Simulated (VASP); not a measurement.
**TiB: single point with PBEsol**

The system is TiB.

```xyz
2
Lattice="0.0000 2.3774 2.3774 2.3774 0.0000 2.3774 2.3774 2.3774 0.0000" Properties=species:S:1:pos:R:3 pbc="T T T"
Ti    3.5661    3.5661    3.5661
B     0.0000    0.0000    0.0000
```

This cell differs from its parent crystal: volume scaled by 0.91.

| Item | Value |
| --- | --- |
| Program | VASP 6.6.1 |
| Task | single point |
| Functional | PBEsol |
| Potentials or basis | VASP PAW PBE potentials, release 64 (Ti_sv, B) |
| Cutoff | 520 eV |
| k mesh | 14 × 14 × 14 |
| Occupations | gaussian, width 0.1 eV |
| Spin | no spin polarisation |
| Dipole correction | no |
| Further INCAR settings | ALGO = Normal; EDIFF = 1e-06; NBANDS = 14 |

```json
{
 "Pressure": "12.2 GPa"
}
```

Levels at points of the mesh, in eV from the Fermi level:
| k point | band 5 | band 6 | band 7 | band 8 | band 9 | band 10 | band 11 | band 12 |
| --- | --- | --- | --- | --- | --- | --- | --- | --- |
| (0.00, 0.00, 0.00) | -8.09 | -1.16 | -1.16 | -1.16 | 2.40 | 2.40 | 9.05 | 9.46 |
| (0.50, 0.00, 0.00) | -5.50 | -2.46 | -0.68 | -0.68 | 2.90 | 2.90 | 3.76 | 7.19 |
| (0.50, 0.50, 0.00) | -4.55 | -3.21 | 0.64 | 1.06 | 1.06 | 3.24 | 4.26 | 4.26 |

Run time: 18 s on 1 thread of Intel(R) Xeon(R) 6975P-C (Granite Rapids), on a shared host, peak memory 0.18 GiB.

Caveat: the PAW data sets were made with another functional, which shifts forces and pressure a little.
